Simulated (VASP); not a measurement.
Set up this calculation in VASP 6.6.1, as the native input.

```yaml
Task: single point
Functional: LDA
Potentials_or_basis: VASP PAW LDA potentials, release 64 (Ge_d)
Cutoff: 520 eV
k_mesh: 12 × 12 × 1
Occupations: gaussian, width 0.1 eV
Spin: no spin polarisation
Dipole_correction: yes
Further_INCAR_settings: ALGO = Normal; EDIFF = 1e-06; NBANDS = 21
```

The structure of Ge lies in POSCAR:

```
Ge
1.0
    3.9580000000      0.0000000000      0.0000000000
   -1.9790000000      3.4277285482      0.0000000000
    0.0000000000      0.0000000000     28.0000000000
Ge
2
Direct
    0.3333333333      0.6666666667      0.5127500000
    0.6666666667      0.3333333333      0.4872500000
```

The input as run:

INCAR

```
PREC = Accurate
ENCUT = 520
EDIFF = 1E-6
ISMEAR = 0
SIGMA = 0.1
LREAL = F
LASPH = T
NELM = 60
ALGO = Normal
ISIF = 2
LWAVE = F
LCHARG = F
LDIPOL = T
IDIPOL = 3
DIPOL = 0.5 0.5 0.500
NBANDS = 21
```

KPOINTS

```
Automatic mesh
0
Gamma
  12 12 1
```

Potentials or basis: VASP PAW LDA potentials, release 64 (Ge_d).

The run is started by

```console
$ cat potpaw_LDA.64/Ge_d/POTCAR > POTCAR
$ mpirun -np 1 vasp_std > vasp.out
```

Results of the run:

```
Largest force          : 0.307 eV/Å
Band gap on the k mesh : zero (filled and empty bands touch)
```

Wall time 3.2 min on 1 thread of Intel(R) Xeon(R) Platinum 8375C CPU @ 2.90GHz (Ice Lake), with other jobs on the host, peak memory 0.39 GiB.
